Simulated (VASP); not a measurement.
# BeS (F-43m) in VASP: notebook

Runs on BeS. Level: PBE. Tasks: single point.

Everything below comes from runs of VASP 6.6.1. Logs are shortened: lines on timing, memory, paths and dates and some standing lists are left out, and cuts for length are marked.

## (1) The cell of the first run

The structure is cubic, space group F-43m (No. 216). The conventional cell has a = 4.870 Å, b = 4.870 Å, c = 4.870 Å, α = 90.00°, β = 90.00°, γ = 90.00°. Be (site symmetry -43m) has 4 S at 2.11 Å within 2.8 Å. S (site symmetry -43m) has 4 Be at 2.11 Å within 2.8 Å.

## (2) Single point, PBE

INCAR

```
  ALGO = Normal
  EDIFF = 1E-6
  ENCUT = 600
  GGA = PE
  GGA_COMPAT = False
  ISIF = 2
  ISMEAR = 0
  LASPH = True
  LCHARG = False
  LREAL = False
  LWAVE = False
  NBANDS = 11
  NELM = 120
  PREC = Accurate
  SIGMA = 0.1
```

KPOINTS

```
k-points
0
Gamma
  6 6 6
```

POSCAR

```
BeS
1.0
    0.0000000000      2.4351516489      2.4351516489
    2.4351516489      0.0000000000      2.4351516489
    2.4351516489      2.4351516489      0.0000000000
Be S
1 1
Direct
    0.0000000000      0.0000000000      0.0000000000
    0.7500000000      0.7500000000      0.7500000000
```

Potentials or basis: VASP PAW PBE potentials, release 64 (Be, S).

Launch:

```sh
cat potpaw_PBE.64/Be/POTCAR potpaw_PBE.64/S/POTCAR > POTCAR
mpirun -np 1 vasp_std > vasp.out
```

OUTCAR:

```text
EDIFF = 1E-6
   ENCUT = 600
   GGA = PE
   ISIF = 2
   ISMEAR = 0
   LASPH = True
   LREAL = False
   NELM = 120
   PREC = Accurate

 ion  position               nearest neighbor table
   1  0.000  0.000  0.000-   2 2.11   2 2.11   2 2.11   2 2.11
   2  0.750  0.750  0.750-   1 2.11   1 2.11   1 2.11   1 2.11

  LATTYP: Found a face centered cubic cell.
 ALAT       =     4.8703032978

  Lattice vectors:

 A1 = (   0.0000000000,   2.4351516489,   2.4351516489)
 A2 = (   2.4351516489,   0.0000000000,   2.4351516489)
 A3 = (   2.4351516489,   2.4351516489,   0.0000000000)

Analysis of symmetry for initial positions (statically):
=====================================================================
 Subroutine PRICEL returns:
 Original cell was already a primitive cell.

 Routine SETGRP: Setting up the symmetry group for a
 face centered cubic supercell.

 Subroutine GETGRP returns: Found 24 space group operations
 (whereof 24 operations were pure point group operations)
 out of a pool of 48 trial point group operations.

The static configuration has the point symmetry T_d .

Analysis of symmetry for dynamics (positions and initial velocities):
=====================================================================
 Subroutine PRICEL returns:
 Original cell was already a primitive cell.

 Routine SETGRP: Setting up the symmetry group for a
 face centered cubic supercell.

 Subroutine GETGRP returns: Found 24 space group operations
 (whereof 24 operations were pure point group operations)
 out of a pool of 48 trial point group operations.

The dynamic configuration has the point symmetry T_d .

 Subroutine INISYM returns: Found 24 space group operations
 (whereof 24 operations are pure point group operations),
 and found     1 'primitive' translations

----------------------------------------------------------------------------------------

                                     Primitive cell

  volume of cell :      28.8807

  direct lattice vectors                    reciprocal lattice vectors
     0.000000000  2.435151649  2.435151649    -0.205326022  0.205326022  0.205326022
     2.435151649  0.000000000  2.435151649     0.205326022 -0.205326022  0.205326022
     2.435151649  2.435151649  0.000000000     0.205326022  0.205326022 -0.205326022

  length of vectors
     3.443824488  3.443824488  3.443824488     0.355635101  0.355635101  0.355635101

  position of ions in fractional coordinates (direct lattice)
     0.000000000  0.000000000  0.000000000
     0.750000000  0.750000000  0.750000000

  ion indices of the primitive-cell ions
   primitive index   ion index
                 1           1
                 2           2

----------------------------------------------------------------------------------------

 KPOINTS: k-points

Automatic generation of k-mesh.
 Grid dimensions read from file:
 generate k-points for:    6    6    6

 Generating k-lattice:

  Cartesian coordinates                     Fractional coordinates (reciprocal lattice)
    -0.034221004  0.034221004  0.034221004     0.166666667  0.000000000  0.000000000
     0.034221004 -0.034221004  0.034221004     0.000000000  0.166666667  0.000000000
     0.034221004  0.034221004 -0.034221004     0.000000000  0.000000000  0.166666667

  Length of vectors
     0.059272517  0.059272517  0.059272517

  Shift w.r.t. Gamma in fractional coordinates (k-lattice)
     0.000000000  0.000000000  0.000000000

 Subroutine IBZKPT returns following result:
 ===========================================

 Found     16 irreducible k-points:

 Following reciprocal coordinates:
            Coordinates               Weight
  0.000000  0.000000  0.000000      1.000000
  0.166667  0.000000  0.000000      8.000000
  0.333333  0.000000  0.000000      8.000000
  0.500000  0.000000  0.000000      4.000000
  0.166667  0.166667  0.000000      6.000000
  0.333333  0.166667  0.000000     24.000000
[... 8 lines left out ...]
 -0.333333  0.333333  0.166667     24.000000
 -0.333333  0.500000  0.166667     12.000000
   k-points           NKPTS =     16   k-points in BZ     NKDIM =     16   number of bands    NBANDS=     11
   number of dos      NEDOS =    301   number of ions     NIONS =      2
   total plane-waves  NPLWV =  21952
   dimension x,y,z NGX =    28 NGY =   28 NGZ =   28
   dimension x,y,z NGXF=    56 NGYF=   56 NGZF=   56
   ions per type =               1   1
   NGX,Y,Z   is equivalent  to a cutoff of  13.52, 13.52, 13.52 a.u.
   NGXF,Y,Z  is equivalent  to a cutoff of  27.03, 27.03, 27.03 a.u.
 SYSTEM =  unknown system
   PREC   = accura    normal or accurate (medium, high low for compatibility)
   ISTART =      0    job   : 0-new  1-cont  2-samecut
   ICHARG =      2    charge: 1-file 2-atom 10-const
   ISPIN  =      1    spin polarized calculation?
   LNONCOLLINEAR =      F non collinear calculations
   LSORBIT =      F    spin-orbit coupling
   LASPH  =      T    aspherical Exc in radial PAW
   ENCUT  =  600.0 eV  44.10 Ry    6.64 a.u.   6.88  6.88  6.88*2*pi/ulx,y,z
   NELM   =    120;   NELMIN=  2; NELMDL= -5     # of ELM steps
   EDIFF  = 0.1E-05   stopping-criterion for ELM
   LREAL  =      F    real-space projection
[... 7 lines left out ...]
   TEBEG  =    0.0;   TEEND  =   0.0 temperature during run
   PSTRESS=    0.0 pullay stress
   NELECT =       8.0000    total number of electrons
   NUPDOWN=      -1.0000    fix difference up-down
   EMIN   =  10.00;   EMAX   =-10.00  energy-range for DOS
   EFERMI =   0.00;   METHOD = LEGACY
   ISMEAR =     0;   SIGMA  =   0.10  broadening in eV -4-tet -1-fermi 0-gaus
   EFERMI_NEDOS =   21; number of points for ismear=-14 and -15
   IALGO  =     38    algorithm
   IMIX   =      4    mixing-type and parameters
     AMIX     =   0.40;   BMIX     =  1.00
     AMIX_MAG =   1.60;   BMIX_MAG =  1.00
  volume/ion in A,a.u.               =      14.44        97.45
  Fermi-wavevector in a.u.,A,eV,Ry     =   1.067175  2.016668 15.495153  1.138862
  Thomas-Fermi vector in A             =   2.202783
   LORBIT       =      0    0 simple, 1 ext, 2 COOP (PROOUT), +10 PAW based schemes
   GGA     = PE    functional components
   LHFCALC =     F    Hartree Fock is set to
   AEXX    =    0.0000 exact exchange contribution
   IVDW    =     0    specifies the selected vdW correction
   LEPSILON=     F    determine dielectric tensor
   LRPA    =     F    only Hartree local field effects (RPA)
 non-spin polarized calculation
 Gauss-broadening in eV      SIGMA  =   0.10
  energy-cutoff  :      600.00
  volume of cell :       28.88
 maximum number of plane-waves:       982
   NGX = 13   NGY = 13   NGZ = 13

 number of electron       7.9999999 magnetization

 Free energy of the ion-electron system (eV)
  ---------------------------------------------------
  ext. energy  EPLUGINS =         0.00000000
  ---------------------------------------------------
  free energy    TOTEN  =       -10.01080794 eV

  energy without entropy =      -10.01080794  energy(sigma->0) =      -10.01080794

 E-fermi :   4.5220     XC(G=0):  -9.6782

 val. band max:        4.0475362414   @ k =   0.0000   0.0000   0.0000
 cond. band min:       7.1852185988   @ k =   0.5000   0.5000   0.0000
 fundamental gap:      3.1376823573
 Fermi energy:         4.5220211312

 k-point     1 :       0.0000    0.0000    0.0000
  band No.  band energies     occupation
      1      -9.5614      2.00000
      2       4.0475      2.00000
      3       4.0475      2.00000
      4       4.0475      2.00000
      5       9.7210      0.00000
      6       9.7210      0.00000
      7       9.7210      0.00000
      8       9.8276      0.00000
      9      16.8356      0.00000
     10      16.8356      0.00000
     11      18.8221      0.00000

 k-point     2 :       0.1667    0.0000    0.0000
  band No.  band energies     occupation
      1      -9.2560      2.00000
      2       2.1809      2.00000
      3       3.7277      2.00000
      4       3.7277      2.00000
      5       9.6060      0.00000
      6      10.2781      0.00000
      7      10.2781      0.00000
      8      11.8251      0.00000
      9      15.9255      0.00000
     10      15.9255      0.00000
     11      18.5499      0.00000

 k-point     3 :       0.3333    0.0000    0.0000
  band No.  band energies     occupation
      1      -8.4962      2.00000
      2      -0.4536      2.00000
      3       3.2323      2.00000
      4       3.2323      2.00000
      5       9.5242      0.00000
      6      10.7040      0.00000
      7      10.7040      0.00000
      8      14.3634      0.00000
      9      16.6489      0.00000
     10      16.6489      0.00000
     11      18.2200      0.00000

 k-point     4 :       0.5000    0.0000    0.0000
  band No.  band energies     occupation
      1      -7.9849      2.00000
      2      -1.6600      2.00000
      3       3.0304      2.00000
      4       3.0304      2.00000
      5       9.4805      0.00000
      6      10.6116      0.00000
      7      10.6116      0.00000
      8      15.1955      0.00000
      9      18.9285      0.00000
     10      18.9285      0.00000
     11      19.1263      0.00000
[... 127 lines left out ...]
 k-point    14 :       0.5000    0.3333    0.1667
  band No.  band energies     occupation
      1      -7.9367      2.00000
      2      -0.2828      2.00000
      3       1.1028      2.00000
      4       2.1698      2.00000
      5       9.8041      0.00000
      6      11.0836      0.00000
      7      11.8111      0.00000
      8      14.2861      0.00000
      9      16.6071      0.00000
     10      18.5771      0.00000
     11      20.6222      0.00000

 k-point    15 :      -0.3333    0.3333    0.1667
  band No.  band energies     occupation
      1      -7.5651      2.00000
      2      -0.7490      2.00000
      3       0.6540      2.00000
      4       1.7026      2.00000
      5      10.2280      0.00000
      6      11.0543      0.00000
      7      13.4475      0.00000
      8      14.2810      0.00000
      9      15.2210      0.00000
     10      19.4351      0.00000
     11      20.3020      0.00000

 k-point    16 :      -0.3333    0.5000    0.1667
  band No.  band energies     occupation
      1      -7.4146      2.00000
      2      -0.4941      2.00000
      3       0.6829      2.00000
      4       0.9116      2.00000
      5       9.1979      0.00000
      6      10.7128      0.00000
      7      14.0119      0.00000
      8      14.4739      0.00000
      9      18.4032      0.00000
     10      18.4523      0.00000
     11      20.9568      0.00000

------------------------ aborting loop because EDIFF is reached ----------------------------------------

  FORCE on cell =-STRESS in cart. coord.  units (eV):
  Direction    XX          YY          ZZ          XY          YZ          ZX
  --------------------------------------------------------------------------------------
  -------------------------------------------------------------------------------------
  Total        0.0751710      0.0751710      0.0751710      0.0000000      0.0000000      0.0000000
  in kB        4.1701594      4.1701594      4.1701594      0.0000000      0.0000000      0.0000000
  external PRESSURE =       4.1701594 kB  Pullay stress =       0.0000000 kB

 VOLUME and BASIS-vectors are now :
 -----------------------------------------------------------------------------
  energy-cutoff  :      600.00
  volume of cell :       28.88
      direct lattice vectors                 reciprocal lattice vectors
     0.000000000  2.435151649  2.435151649    -0.205326022  0.205326022  0.205326022
     2.435151649  0.000000000  2.435151649     0.205326022 -0.205326022  0.205326022
     2.435151649  2.435151649  0.000000000     0.205326022  0.205326022 -0.205326022

 POSITION                                       TOTAL-FORCE (eV/Angst)
 -----------------------------------------------------------------------------------
      0.00000      0.00000      0.00000         0.000000      0.000000     -0.000000
      3.65273      3.65273      3.65273        -0.000000     -0.000000      0.000000
 -----------------------------------------------------------------------------------
    total drift:                                0.000000      0.000000     -0.000000

  FREE ENERGIE OF THE ION-ELECTRON SYSTEM (eV)
  ---------------------------------------------------
  free  energy   TOTEN  =       -10.0108079440 eV

  energy  without entropy=      -10.0108079440  energy(sigma->0) =      -10.01080794
```

Run time: 11 s. Hardware: 1 thread of Intel Xeon 8259CL, shared host; peak memory 0.15 GiB.

Results:

| Quantity | Value |
| --- | --- |
| Free energy | -10.0108 eV |
| Pressure | 0.4 GPa |
| Band gap on the k mesh | 3.14 eV (least direct gap 5.67 eV) |

Levels at points of the mesh, in eV from the valence-band top:
| k point | band 1 | band 2 | band 3 | band 4 | band 5 | band 6 | band 7 | band 8 |
| --- | --- | --- | --- | --- | --- | --- | --- | --- |
| (0.00, 0.00, 0.00) | -13.61 | 0.00 | 0.00 | 0.00 | 5.67 | 5.67 | 5.67 | 5.78 |
| (0.50, 0.00, 0.00) | -12.03 | -5.71 | -1.02 | -1.02 | 5.43 | 6.56 | 6.56 | 11.15 |
| (0.50, 0.50, 0.00) | -11.50 | -4.96 | -2.60 | -2.60 | 3.14 | 4.93 | 12.68 | 12.68 |

A k mesh can miss the band edges.

## (3) Single point, PBE

This run uses another cell than the first one, of 14.49 Å³/atom.

INCAR

```
PREC     = Accurate       # precision mode
ENCUT    = 600            # plane-wave cutoff, eV
EDIFF    = 1E-6           # SCF threshold, eV
ISMEAR   = 0              # smearing method
SIGMA    = 0.01           # smearing width, eV
LREAL    = False          # projectors in reciprocal space
LASPH    = True           # aspherical terms in the spheres
NELM     = 120            # most SCF steps
ALGO     = Normal         # electronic algorithm
ISIF     = 2              # what is computed and relaxed
LWAVE    = False          # write WAVECAR
LCHARG   = True           # write CHGCAR
GGA      = PE             # functional
LELF     = True           # ELF
LVHAR    = True         
NBANDS   = 11             # bands
GGA_COMPAT= False
```

KPOINTS

```
Automatic mesh
0
Gamma
  8 8 8
```

POSCAR

```
BeS
1.0
    0.0000000000      2.4380594485      2.4380594485
    2.4380594485      0.0000000000      2.4380594485
    2.4380594485      2.4380594485      0.0000000000
Be S
1 1
Direct
    0.0000000000      0.0000000000      0.0000000000
    0.7500000000      0.7500000000      0.7500000000
```

Potentials or basis: VASP PAW PBE potentials, release 64 (Be, S).

Launch:

```sh
cat potpaw_PBE.64/Be/POTCAR potpaw_PBE.64/S/POTCAR > POTCAR
mpirun -np 1 vasp_std > vasp.out
```

Wall time 19 s (1 thread of Intel Xeon 8259CL, shared host); peak memory 0.15 GiB.

The run converged. Its results:

```
Free energy            : -10.0135 eV
Pressure               : 0.0 GPa
Band gap on the k mesh : 3.15 eV (least direct gap 5.68 eV)
```

Levels at points of the mesh, in eV from the valence-band top:
```
           k point  band 1  band 2  band 3  band 4  band 5  band 6  band 7  band 8  band 9
(0.00, 0.00, 0.00)  -13.59    0.00    0.00    0.00    5.68    5.68    5.68    5.75   12.78
(0.50, 0.00, 0.00)  -12.02   -5.68   -1.01   -1.01    5.42    6.57    6.57   11.13   14.86
(0.50, 0.50, 0.00)  -11.49   -4.94   -2.59   -2.59    3.15    4.93   12.65   12.65   15.35
```

A k mesh can miss the band edges.
